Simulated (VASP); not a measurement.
# Ga3AsP2 (P-4m2) in VASP: single point with PBE

Aim: the single point of Ga3AsP2 with PBE.

All numbers are computed with VASP 6.6.1; they aren't measurements. Logs are shortened: lines on timing, memory, paths and dates and some standing lists are left out, and cuts for length are marked.

**1. The cell of the first run**

The structure is tetragonal, space group P-4m2 (No. 115). The conventional cell has a = 3.949 Å, b = 3.949 Å, c = 16.755 Å, α = 90.00°, β = 90.00°, γ = 90.00°. Within 3.2 Å of Ga (site symmetry 2mm) lie 2 P at 2.40 Å and 2 As at 2.46 Å. Within 3.2 Å of Ga (site symmetry -4m2) lie 4 As at 2.46 Å. Within 3.2 Å of Ga (site symmetry 2mm) lie 4 P at 2.40 Å. Ga (site symmetry -4m2) has 4 P at 2.40 Å within 3.2 Å. Within 3.2 Å of As (site symmetry 2mm) lie 4 Ga at 2.46 Å. Within 3.2 Å of P (site symmetry 2mm) lie 4 Ga at 2.40 Å. P (site symmetry 2mm) has 4 Ga at 2.40 Å within 3.2 Å.

**2. Single point, PBE**

The input, INCAR:

```
SYSTEM = Ga3AsP2
ALGO = Normal
EDIFF = 1E-7
ENCUT = 520
GGA = PE
ISIF = 2
ISMEAR = 0
LASPH = .TRUE.
LCHARG = .FALSE.
LREAL = .FALSE.
LWAVE = .FALSE.
NBANDS = 66
NELM = 100
PREC = Accurate
SIGMA = 0.1
```

The input, KPOINTS:

```
k-points
0
G
  8 8 2
  0 0 0
```

The input, POSCAR:

```
Ga3AsP2
1.0
    3.9487533516      0.0000000000      0.0000000000
    0.0000000000      3.9487533516      0.0000000000
    0.0000000000      0.0000000000     16.7547024214
Ga As P
6 2 4
Direct
    0.0000000000      0.0000000000     -0.0084628233
    0.5000000000      0.5000000000      0.1666666667
    0.0000000000      0.0000000000      0.3417961566
    0.5000000000      0.5000000000      0.5043271124
    0.0000000000      0.0000000000      0.6666666667
    0.5000000000      0.5000000000      0.8290062209
    0.0000000000      0.5000000000      0.0791631280
    0.5000000000      0.0000000000      0.2541702054
    0.0000000000      0.5000000000      0.4230112101
    0.5000000000      0.0000000000      0.5854923889
    0.0000000000      0.5000000000      0.7478409445
    0.5000000000      0.0000000000      0.9103221232
```

Potentials or basis: VASP PAW PBE potentials, release 64 (Ga_d, As, P).

Run with:

```sh
$ cat potpaw_PBE.64/Ga_d/POTCAR potpaw_PBE.64/As/POTCAR potpaw_PBE.64/P/POTCAR > POTCAR
$ mpirun -np 1 vasp_std > vasp.out
```

OUTCAR:

```text
SYSTEM = Ga3AsP2
   EDIFF = 1E-7
   ENCUT = 520
   GGA = PE
   ISIF = 2
   ISMEAR = 0
   LASPH = .TRUE.
   LREAL = .FALSE.
   NELM = 100
   PREC = Accurate

 ion  position               nearest neighbor table
   1  0.000  0.000  0.992-  12 2.40  12 2.40   7 2.46   7 2.46
   2  0.500  0.500  0.167-   8 2.46   8 2.46   7 2.46   7 2.46
   3  0.000  0.000  0.342-   9 2.40   9 2.40   8 2.46   8 2.46
   4  0.500  0.500  0.504-  10 2.40  10 2.40   9 2.40   9 2.40
   5  0.000  0.000  0.667-  11 2.40  11 2.40  10 2.40  10 2.40
   6  0.500  0.500  0.829-  11 2.40  11 2.40  12 2.40  12 2.40
   7  0.000  0.500  0.079-   2 2.46   2 2.46   1 2.46   1 2.46
   8  0.500  0.000  0.254-   2 2.46   2 2.46   3 2.46   3 2.46
   9  0.000  0.500  0.423-   3 2.40   3 2.40   4 2.40   4 2.40
  10  0.500  0.000  0.585-   4 2.40   4 2.40   5 2.40   5 2.40
  11  0.000  0.500  0.748-   6 2.40   6 2.40   5 2.40   5 2.40
  12  0.500  0.000  0.910-   1 2.40   1 2.40   6 2.40   6 2.40

  LATTYP: Found a simple tetragonal cell.
 ALAT       =     3.9487533516
 C/A-ratio  =     4.2430359482

  Lattice vectors:

 A1 = (   3.9487533516,   0.0000000000,   0.0000000000)
 A2 = (   0.0000000000,   3.9487533516,   0.0000000000)
 A3 = (   0.0000000000,   0.0000000000,  16.7547024214)

Analysis of symmetry for initial positions (statically):
=====================================================================
 Subroutine PRICEL returns:
 Original cell was already a primitive cell.

 Routine SETGRP: Setting up the symmetry group for a
 simple tetragonal supercell.

 Subroutine GETGRP returns: Found  8 space group operations
 (whereof  4 operations were pure point group operations)
 out of a pool of 16 trial point group operations.

The static configuration has the point symmetry C_2v.
 The point group associated with its full space group is D_2d.

Analysis of symmetry for dynamics (positions and initial velocities):
=====================================================================
 Subroutine PRICEL returns:
 Original cell was already a primitive cell.

 Routine SETGRP: Setting up the symmetry group for a
 simple tetragonal supercell.

 Subroutine GETGRP returns: Found  8 space group operations
 (whereof  4 operations were pure point group operations)
 out of a pool of 16 trial point group operations.

The dynamic configuration has the point symmetry C_2v.
 The point group associated with its full space group is D_2d.

 Subroutine INISYM returns: Found  8 space group operations
[... 123 lines left out ...]
   ISIF   =      2    stress and relaxation
   ISYM   =      2    0-nonsym 1-usesym 2-fastsym
   POTIM  = 0.5000    time-step for ionic-motion
   TEBEG  =    0.0;   TEEND  =   0.0 temperature during run
   PSTRESS=    0.0 pullay stress
   NELECT =     108.0000    total number of electrons
   NUPDOWN=      -1.0000    fix difference up-down
   EMIN   =  10.00;   EMAX   =-10.00  energy-range for DOS
   EFERMI =   0.00;   METHOD = LEGACY
   ISMEAR =     0;   SIGMA  =   0.10  broadening in eV -4-tet -1-fermi 0-gaus
   EFERMI_NEDOS =   21; number of points for ismear=-14 and -15
   IALGO  =     38    algorithm
   IMIX   =      4    mixing-type and parameters
     AMIX     =   0.40;   BMIX     =  1.00
     AMIX_MAG =   1.60;   BMIX_MAG =  1.00
  volume/ion in A,a.u.               =      21.77       146.92
  Fermi-wavevector in a.u.,A,eV,Ry     =   1.219543  2.304602 20.235748  1.487285
  Thomas-Fermi vector in A             =   2.354792
   LORBIT       =      0    0 simple, 1 ext, 2 COOP (PROOUT), +10 PAW based schemes
   GGA     = PE    functional components
   LHFCALC =     F    Hartree Fock is set to
   AEXX    =    0.0000 exact exchange contribution
   IVDW    =     0    specifies the selected vdW correction
   LEPSILON=     F    determine dielectric tensor
   LRPA    =     F    only Hartree local field effects (RPA)
 non-spin polarized calculation
 Gauss-broadening in eV      SIGMA  =   0.10
  energy-cutoff  :      520.00
  volume of cell :      261.25
 maximum number of plane-waves:      7088
 NGX is ok and might be reduce to    30
   NGX = 15   NGY = 15   NGZ = 63

 number of electron     107.9999956 magnetization

 Free energy of the ion-electron system (eV)
  ---------------------------------------------------
  ext. energy  EPLUGINS =         0.00000000
  ---------------------------------------------------
  free energy    TOTEN  =       -52.96749140 eV

  energy without entropy =      -52.96749140  energy(sigma->0) =      -52.96749140

 E-fermi :   4.5370     XC(G=0):  -9.5903

 val. band max:        4.1149320232   @ k =   0.0000   0.0000   0.0000
 cond. band min:       5.1278120413   @ k =   0.0000   0.0000   0.0000
 fundamental gap:      1.0128800181
 Fermi energy:         4.5369883552

 k-point     1 :       0.0000    0.0000    0.0000
  band No.  band energies     occupation
      1     -10.6526      2.00000
      2     -10.6267      2.00000
      3     -10.6025      2.00000
      4     -10.5680      2.00000
      5     -10.5647      2.00000
      6     -10.5587      2.00000
[... 1645 lines left out ...]
     65       8.5210      0.00000
     66       8.5720      0.00000

 [... further k-points ...]
[... 5 lines left out ...]
  --------------------------------------------------------------------------------------
  -------------------------------------------------------------------------------------
  Total        0.0980328      0.0980328      0.1073630      0.0000000      0.0000000      0.0000000
  in kB        0.6012087      0.6012087      0.6584285      0.0000000      0.0000000      0.0000000
  external PRESSURE =       0.6202819 kB  Pullay stress =       0.0000000 kB

 VOLUME and BASIS-vectors are now :
 -----------------------------------------------------------------------------
  energy-cutoff  :      520.00
  volume of cell :      261.25
      direct lattice vectors                 reciprocal lattice vectors
     3.948753352  0.000000000  0.000000000     0.253244483  0.000000000  0.000000000
     0.000000000  3.948753352  0.000000000     0.000000000  0.253244483  0.000000000
     0.000000000  0.000000000 16.754702421     0.000000000  0.000000000  0.059684737

 POSITION                                       TOTAL-FORCE (eV/Angst)
 -----------------------------------------------------------------------------------
      0.00000      0.00000     16.61291         0.000000      0.000000     -0.014679
      1.97438      1.97438      2.79245         0.000000      0.000000      0.000000
      0.00000      0.00000      5.72669         0.000000      0.000000      0.014679
      1.97438      1.97438      8.44985         0.000000      0.000000     -0.000185
      0.00000      0.00000     11.16980         0.000000      0.000000      0.000000
      1.97438      1.97438     13.88975         0.000000      0.000000      0.000185
      0.00000      1.97438      1.32635         0.000000      0.000000     -0.000634
      1.97438      0.00000      4.25855         0.000000      0.000000      0.000634
      0.00000      1.97438      7.08743         0.000000      0.000000      0.001843
      1.97438      0.00000      9.80975         0.000000      0.000000     -0.000148
      0.00000      1.97438     12.52985         0.000000      0.000000      0.000148
      1.97438      0.00000     15.25218         0.000000      0.000000     -0.001843
 -----------------------------------------------------------------------------------
    total drift:                                0.000000      0.000000      0.000001

  FREE ENERGIE OF THE ION-ELECTRON SYSTEM (eV)
  ---------------------------------------------------
  free  energy   TOTEN  =       -52.9674914048 eV

  energy  without entropy=      -52.9674914048  energy(sigma->0) =      -52.96749140
```

Run time: 25 min. Hardware: 1 thread of Intel Xeon 8259CL, shared host; peak memory 0.56 GiB.

Results:

```
Free energy            : -52.9675 eV
Pressure               : 0.1 GPa
Largest force          : 0.015 eV/Å
Band gap on the k mesh : 1.01 eV
```

Forces in eV/Å, atoms in the order of the input:
```
Ga   0.000  0.000 -0.015
Ga   0.000  0.000  0.000
Ga   0.000  0.000  0.015
Ga   0.000  0.000  0.000
Ga   0.000  0.000  0.000
Ga   0.000  0.000  0.000
As   0.000  0.000 -0.001
As   0.000  0.000  0.001
P    0.000  0.000  0.002
P    0.000  0.000  0.000
P    0.000  0.000  0.000
P    0.000  0.000 -0.002
```
